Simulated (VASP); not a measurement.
P, a slab with vacuum:

```xyz
2
Lattice="3.2728 0.0000 0.0000 -1.6364 2.8343 0.0000 0.0000 0.0000 26.1519" Properties=species:S:1:pos:R:3 pbc="T T T"
P     0.0000    1.8896    8.4761
P     1.6364    0.9448    9.6998
```

Base run:

| Quantity | Value |
| --- | --- |
| Program | VASP 6.6.1 |
| Functional | LDA |
| Potentials or basis | VASP PAW LDA potentials, release 64 (P) |
| Cutoff | 520 eV |
| k mesh | 12 × 12 × 1 |
| Occupations | gaussian, width 0.01 eV |
| Spin | no spin polarisation |

Its results: band gap on the k mesh 1.79 eV (least direct gap 2.06 eV); largest force 0.017 eV/Å.

Q: The run is repeated on the same cell with these changes: functional from LDA to r2SCAN; potentials or basis from VASP PAW LDA potentials, release 64 (P) to VASP PAW PBE potentials, release 64 (P). What comes out?

A: Band gap on the k mesh 2.20 eV (least direct gap 2.47 eV); largest force 0.146 eV/Å.

Caveats: the PAW data sets were made with another functional, which shifts forces and pressure a little (at least some runs).

A k mesh can miss the band edges.
